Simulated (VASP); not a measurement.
# FeSi (wurtzite type) (P6_3mc) in VASP: relaxation of cell and atoms with LDA

Aim: the relaxation of cell and atoms of FeSi (wurtzite type) with LDA.

All numbers are computed with VASP 6.6.1; they aren't measurements. Logs are shortened: lines on timing, memory, paths and dates and some standing lists are left out, and cuts for length are marked.

**1. The cell of the first run**

The structure is hexagonal, space group P6_3mc (No. 186). The conventional cell has a = 3.469 Å, b = 3.469 Å, c = 5.654 Å, α = 90.00°, β = 90.00°, γ = 120.00°. Within 2.8 Å of Fe (site symmetry 3m) lie 4 Si at 2.12 to 2.13 Å. Si (site symmetry 3m) has 4 Fe at 2.12 to 2.13 Å within 2.8 Å.

**2. Relaxation of cell and atoms, LDA, collinear spin, ferromagnetic start, target pressure -4.5 GPa, at which the enthalpy is minimised**

INCAR reads:

```
  ALGO = Normal
  EDIFF = 1E-6
  EDIFFG = -0.005
  ENCUT = 600
  GGA = CA
  IBRION = 2
  ISIF = 3
  ISMEAR = -1
  ISPIN = 2
  LASPH = T
  LCHARG = F
  LMAXMIX = 4
  LORBIT = 11
  LREAL = F
  LWAVE = F
  MAGMOM = 2.5 2.5 0 0
  NELM = 150
  NSW = 60
  PREC = Accurate
  PSTRESS = -45.0
  SIGMA = 0.08
```

KPOINTS reads:

```
k-points
0
Gamma
  9 9 5
```

POSCAR reads:

```
FeSi
1.0
    3.4687648126      0.0000000000      0.0000000000
   -1.7343824063      3.0040384475      0.0000000000
    0.0000000000      0.0000000000      5.6540866446
Fe Si
2 2
Direct
    0.3333333333      0.6666666667      0.0000000000
    0.6666666667      0.3333333333      0.5000000000
    0.3333333333      0.6666666667      0.3760000000
    0.6666666667      0.3333333333      0.8760000000
```

Potentials or basis: VASP PAW LDA potentials, release 64 (Fe, Si).

Run with:

```bash
cat potpaw_LDA.64/Fe/POTCAR potpaw_LDA.64/Si/POTCAR > POTCAR
mpirun -np 1 vasp_std > vasp.out
```

OUTCAR:

```text
EDIFF = 1E-6
   EDIFFG = -0.005
   ENCUT = 600
   GGA = CA
   IBRION = 2
   ISIF = 3
   ISMEAR = -1
   ISPIN = 2
   LASPH = T
   LORBIT = 11
   LREAL = F
   NELM = 150
   NSW = 60
   PREC = Accurate
   PSTRESS = -45.0

 ion  position               nearest neighbor table
   1  0.333  0.667  0.000-   4 2.12   4 2.12   4 2.12   3 2.13
   2  0.667  0.333  0.500-   3 2.12   3 2.12   3 2.12   4 2.13
   3  0.333  0.667  0.376-   2 2.12   2 2.12   2 2.12   1 2.13
   4  0.667  0.333  0.876-   1 2.12   1 2.12   1 2.12   2 2.13

  LATTYP: Found a hexagonal cell.
 ALAT       =     3.4687648126
 C/A-ratio  =     1.6300000000

  Lattice vectors:

 A1 = (   3.4687648126,   0.0000000000,   0.0000000000)
 A2 = (  -1.7343824063,   3.0040384475,   0.0000000000)
 A3 = (   0.0000000000,   0.0000000000,   5.6540866446)

Analysis of symmetry for initial positions (statically):
=====================================================================
 Subroutine PRICEL returns:
 Original cell was already a primitive cell.

 Routine SETGRP: Setting up the symmetry group for a
 hexagonal supercell.

 Subroutine GETGRP returns: Found 12 space group operations
 (whereof  6 operations were pure point group operations)
 out of a pool of 24 trial point group operations.

The static configuration has the point symmetry C_3v.
 The point group associated with its full space group is C_6v.

Analysis of symmetry for dynamics (positions and initial velocities):
=====================================================================
 Subroutine PRICEL returns:
 Original cell was already a primitive cell.

 Routine SETGRP: Setting up the symmetry group for a
 hexagonal supercell.

 Subroutine GETGRP returns: Found 12 space group operations
 (whereof  6 operations were pure point group operations)
 out of a pool of 24 trial point group operations.

The dynamic configuration has the point symmetry C_3v.
 The point group associated with its full space group is C_6v.

Analysis of structural, dynamic, and magnetic symmetry:
=====================================================================
 Subroutine PRICEL returns:
 Original cell was already a primitive cell.

 Routine SETGRP: Setting up the symmetry group for a
 hexagonal supercell.

 Subroutine GETGRP returns: Found 12 space group operations
 (whereof  6 operations were pure point group operations)
 out of a pool of 24 trial point group operations.

The overall configuration has the point symmetry C_3v.
 The point group associated with its full space group is C_6v.

 Subroutine INISYM returns: Found 12 space group operations
 (whereof  6 operations are pure point group operations),
 and found     1 'primitive' translations

----------------------------------------------------------------------------------------

                                     Primitive cell

  volume of cell :      58.9173

  direct lattice vectors                    reciprocal lattice vectors
     3.468764813  0.000000000  0.000000000     0.288287057  0.166442610  0.000000000
    -1.734382406  3.004038448  0.000000000     0.000000000  0.332885220  0.000000000
     0.000000000  0.000000000  5.654086645     0.000000000  0.000000000  0.176863225

  length of vectors
     3.468764813  3.468764813  5.654086645     0.332885220  0.332885220  0.176863225

  position of ions in fractional coordinates (direct lattice)
     0.333333333  0.666666667  0.000000000
     0.666666667  0.333333333  0.500000000
     0.333333333  0.666666667  0.376000000
     0.666666667  0.333333333  0.876000000

  ion indices of the primitive-cell ions
   primitive index   ion index
                 1           1
                 2           2
                 3           3
                 4           4

----------------------------------------------------------------------------------------

 KPOINTS: k-points

Automatic generation of k-mesh.
 Grid dimensions read from file:
 generate k-points for:    9    9    5

 Generating k-lattice:

  Cartesian coordinates                     Fractional coordinates (reciprocal lattice)
     0.032031895  0.018493623  0.000000000     0.111111111 -0.000000000  0.000000000
     0.000000000  0.036987247  0.000000000     0.000000000  0.111111111  0.000000000
     0.000000000  0.000000000  0.035372645     0.000000000  0.000000000  0.200000000

  Length of vectors
     0.036987247  0.036987247  0.035372645

  Shift w.r.t. Gamma in fractional coordinates (k-lattice)
     0.000000000  0.000000000  0.000000000

 Subroutine IBZKPT returns following result:
 ===========================================

 Found     36 irreducible k-points:

 Following reciprocal coordinates:
            Coordinates               Weight
  0.000000  0.000000  0.000000      1.000000
  0.111111 -0.000000  0.000000      6.000000
  0.222222 -0.000000  0.000000      6.000000
  0.333333  0.000000  0.000000      6.000000
  0.444444 -0.000000  0.000000      6.000000
  0.111111  0.111111  0.000000      6.000000
[... 16 lines left out ...]
  0.333333  0.222222  0.200000     24.000000
  0.333333  0.333333  0.200000      4.000000
 [... further k-points ...]
   k-points           NKPTS =     36   k-points in BZ     NKDIM =     36   number of bands    NBANDS=     19
   number of dos      NEDOS =    301   number of ions     NIONS =      4
   total plane-waves  NPLWV =  37632
   dimension x,y,z NGX =    28 NGY =   28 NGZ =   48
   dimension x,y,z NGXF=    56 NGYF=   56 NGZF=   96
   ions per type =               2   2
   NGX,Y,Z   is equivalent  to a cutoff of  13.42, 13.42, 14.11 a.u.
   NGXF,Y,Z  is equivalent  to a cutoff of  26.84, 26.84, 28.23 a.u.
 SYSTEM =  unknown system
   PREC   = accura    normal or accurate (medium, high low for compatibility)
   ISTART =      0    job   : 0-new  1-cont  2-samecut
   ICHARG =      2    charge: 1-file 2-atom 10-const
   ISPIN  =      2    spin polarized calculation?
   LNONCOLLINEAR =      F non collinear calculations
   LSORBIT =      F    spin-orbit coupling
   LASPH  =      T    aspherical Exc in radial PAW
   ENCUT  =  600.0 eV  44.10 Ry    6.64 a.u.   6.93  6.93 11.29*2*pi/ulx,y,z
   NELM   =    150;   NELMIN=  2; NELMDL= -5     # of ELM steps
   EDIFF  = 0.1E-05   stopping-criterion for ELM
   LREAL  =      F    real-space projection
   EDIFFG = -.5E-02   stopping-criterion for IOM
   NSW    =     60    number of steps for IOM
   IBRION =      2    ionic relax: 0-MD 1-quasi-New 2-CG
   NFREE  =      1    steps in history (QN), initial steepest desc. (CG)
   ISIF   =      3    stress and relaxation
   ISYM   =      2    0-nonsym 1-usesym 2-fastsym
   POTIM  = 0.5000    time-step for ionic-motion
   TEBEG  =    0.0;   TEEND  =   0.0 temperature during run
   PSTRESS=  -45.0 pullay stress
   NELECT =      24.0000    total number of electrons
   NUPDOWN=      -1.0000    fix difference up-down
   EMIN   =  10.00;   EMAX   =-10.00  energy-range for DOS
   EFERMI =   0.00;   METHOD = LEGACY
   ISMEAR =    -1;   SIGMA  =   0.08  broadening in eV -4-tet -1-fermi 0-gaus
   EFERMI_NEDOS =   21; number of points for ismear=-14 and -15
   IALGO  =     38    algorithm
   IMIX   =      4    mixing-type and parameters
     AMIX     =   0.40;   BMIX     =  1.00
     AMIX_MAG =   1.60;   BMIX_MAG =  1.00
  volume/ion in A,a.u.               =      14.73        99.40
  Fermi-wavevector in a.u.,A,eV,Ry     =   1.213569  2.293312 20.037961  1.472749
  Thomas-Fermi vector in A             =   2.349016
   LORBIT       =     11    0 simple, 1 ext, 2 COOP (PROOUT), +10 PAW based schemes
   GGA     = CA    functional components
   LHFCALC =     F    Hartree Fock is set to
   AEXX    =    0.0000 exact exchange contribution
   IVDW    =     0    specifies the selected vdW correction
   LEPSILON=     F    determine dielectric tensor
   LRPA    =     F    only Hartree local field effects (RPA)
 conjugate gradient relaxation of ions
 spin polarized calculation
  energy-cutoff  :      600.00
  volume of cell :       58.92
 maximum number of plane-waves:      1978
 NGX is ok and might be reduce to    28
   NGX = 13   NGY = 13   NGZ = 23

--------------------------------------- Ionic step        1  -------------------------------------------

 number of electron      24.0000007 magnetization      -0.0038209

 number of electron      24.0000007 magnetization       0.0021649

 Free energy of the ion-electron system (eV)
  ---------------------------------------------------
  ext. energy  EPLUGINS =         0.00000000
  ---------------------------------------------------
  free energy    TOTEN  =       -27.51286759 eV

  energy without entropy =      -27.41602063  energy(sigma->0) =      -27.46444411

------------------------ aborting loop because EDIFF is reached ----------------------------------------

  FORCE on cell =-STRESS in cart. coord.  units (eV):
  Direction    XX          YY          ZZ          XY          YZ          ZX
  --------------------------------------------------------------------------------------
  -------------------------------------------------------------------------------------
  Total        4.4301534      4.4301534      3.0248955     -0.0000000      0.0000000      0.0000000
  in kB      120.4721179    120.4721179     82.2580032     -0.0000000      0.0000000      0.0000000
  external PRESSURE =     152.7340797 kB  Pullay stress =     -45.0000000 kB
[... 103 lines left out ...]
  energy  without entropy=      -27.5106031031  energy(sigma->0) =      -27.56984214

  enthalpy is  TOTEN    =       -29.4943433266 eV   P V=       -1.8652621483

[... ionic steps 4 to 23 ...]

--------------------------------------- Ionic step       24  -------------------------------------------

 number of electron      24.0000007 magnetization       0.0000089

------------------------ aborting loop because EDIFF is reached ----------------------------------------
[... 79 lines left out ...]
 number of electron      24.0000007 magnetization       0.0000003

 number of electron      24.0000007 magnetization      -0.0000006

 Free energy of the ion-electron system (eV)
  ---------------------------------------------------
  ext. energy  EPLUGINS =         0.00000000
  ---------------------------------------------------
  free energy    TOTEN  =       -29.86423460 eV

  energy without entropy =      -29.78975596  energy(sigma->0) =      -29.82699528

 E-fermi :   6.1823     XC(G=0): -11.3393

 val. band max:        6.1710480286   @ k =   0.2222  -0.0000   0.0000
 cond. band min:       6.2019714198   @ k =   0.3333   0.1111   0.0000
 fundamental gap:      0.0309233912
 Fermi energy:         6.1823307099

 spin component 1

 k-point     1 :       0.0000    0.0000    0.0000
  band No.  band energies     occupation
      1      -4.9087      1.00000
      2      -0.4318      1.00000
      3       2.4459      1.00000
      4       3.4137      1.00000
      5       3.4137      1.00000
      6       3.8624      1.00000
[... 517 lines left out ...]
     18      10.6382      0.00000
     19      14.8850      0.00000

 [... further k-points ...]

 spin component 2

 k-point     1 :       0.0000    0.0000    0.0000
  band No.  band energies     occupation
      1      -4.9087      1.00000
      2      -0.4318      1.00000
      3       2.4459      1.00000
      4       3.4137      1.00000
      5       3.4137      1.00000
      6       3.8624      1.00000
[... 554 lines left out ...]
  energy  without entropy=      -29.7897559618  energy(sigma->0) =      -29.82699528

  enthalpy is  TOTEN    =       -31.4883804348 eV   P V=       -1.6241458376

 reached required accuracy - stopping structural energy minimisation

 total charge

# of ion       s       p       d       tot
------------------------------------------
    1        0.455   0.489   6.701   7.644
    2        0.455   0.489   6.701   7.644
    3        0.806   0.912   0.000   1.718
    4        0.806   0.912   0.000   1.718
--------------------------------------------------
tot          2.522   2.800  13.402  18.724

 magnetization (x)

# of ion       s       p       d       tot
------------------------------------------
    1        0.000   0.000   0.000   0.000
    2        0.000   0.000   0.000   0.000
    3       -0.000  -0.000   0.000  -0.000
    4       -0.000  -0.000   0.000  -0.000
--------------------------------------------------
tot          0.000  -0.000   0.000   0.000
```

It took 19 min on 1 thread of Intel Xeon Platinum 8488C (Sapphire Rapids), shared host; peak memory 0.22 GiB.

What came out:

| Property | Result |
| --- | --- |
| Free energy | -29.8642 eV |
| Relaxed volume | 14.46 Å³/atom |
| Relaxed cell | a = 3.873 Å, b = 3.873 Å, c = 4.452 Å, α = 90.00°, β = 90.00°, γ = 120.00° |
| Space group after relaxing (to 0.1 Å) | P6_3/mmc (No. 194) |
| Energy change on relaxing (the run minimises the enthalpy) | -587.8 meV/atom |
| Ionic steps | 26 |
| Pressure after relaxing | -4.5 GPa |
| Largest force after relaxing | 0.005 eV/Å |
| Band gap on the k mesh | zero (filled and empty bands overlap) |
| Net moment | 0.00 μB per cell |
| Valence electrons inside the program's atomic spheres | Fe 7.64; Si 1.72 |

Forces on the atoms (eV/Å):
```
Fe   0.000  0.000  0.005
Fe   0.000  0.000  0.005
Si   0.000  0.000 -0.005
Si   0.000  0.000 -0.005
```

Step by step:
```
step  energy change (eV)  largest force (eV/Å)  pressure (GPa)  volume (Å³)
   1              0.0000                0.0639           10.77        58.92
   2              0.1503                0.1862          -11.16        71.71
   3             -0.1162                0.1725           -4.65        66.41
   4             -0.1291                0.1883           -4.75        66.41
   5             -0.1834                0.2718           -5.16        66.37
   6             -0.3733                0.5887           -6.76        66.16
   7             -1.0858                1.4872          -11.58        65.18
   8             -0.2749                1.9203            6.43        60.76
   9             -1.1106                2.5209          -10.21        64.63
  10             -1.5485                2.5618           -8.91        62.98
  11             -1.5437                2.4402           -8.12        62.77
  12             -1.6408                2.1700           -8.61        62.63
  13             -1.8787                1.4520           -9.82        62.22
  14             -2.1505                0.3659          -10.77        61.36
  15             -2.1044                0.8531           -7.75        59.51
  16             -2.2102                0.2502          -10.37        60.67
  17             -2.2081                0.1683          -10.52        60.78
  18             -2.2556                0.1833           -9.07        60.00
  19             -2.3492                0.2317           -4.26        57.75
  20             -2.3448                0.2280           -4.65        57.91
  21             -2.3474                0.1588           -4.68        57.90
  22             -2.3502                0.0032           -4.58        57.87
  23             -2.3502                0.0034           -4.58        57.87
  24             -2.3501                0.0082           -4.64        57.87
  25             -2.3512                0.0054           -4.51        57.83
  26             -2.3514                0.0050           -4.51        57.83
```

Final structure:
```cif
data_structure
_symmetry_space_group_name_H-M 'P 1'
_symmetry_Int_Tables_number 1
_cell_length_a 3.8729
_cell_length_b 3.8729
_cell_length_c 4.4517
_cell_angle_alpha 90.000
_cell_angle_beta 90.000
_cell_angle_gamma 120.000
_cell_volume 57.83
loop_
_atom_site_label
_atom_site_type_symbol
_atom_site_fract_x
_atom_site_fract_y
_atom_site_fract_z
_atom_site_occupancy
Fe1 Fe 0.33333 0.66667 0.93796 1
Fe2 Fe 0.66667 0.33333 0.43796 1
Si1 Si 0.33333 0.66667 0.43804 1
Si2 Si 0.66667 0.33333 0.93804 1
```

Levels at points of the mesh, in eV from the Fermi level:
Spin up:
```csv
k point,band 9,band 10,band 11,band 12,band 13,band 14,band 15,band 16
"(0.00, 0.00, 0.00)",-1.84,-1.50,-0.45,-0.45,1.46,2.75,2.75,4.72
```
Spin down:
```tsv
k point	band 8	band 9	band 10	band 11	band 12	band 13	band 14	band 15	band 16	band 17
(0.00, 0.00, 0.00)	-1.84	-1.84	-1.50	-0.45	-0.45	1.46	2.75	2.75	4.72	5.28
```

Caveat: the cell is relaxed towards a set pressure, so the run minimises the enthalpy, not the energy; the moments typed at the start vanished in this run; a cell axis changed by over 15 % at a fixed basis, so the end point is rough.

The gap in the log of VASP goes by the Fermi energy; the results here count the filled bands.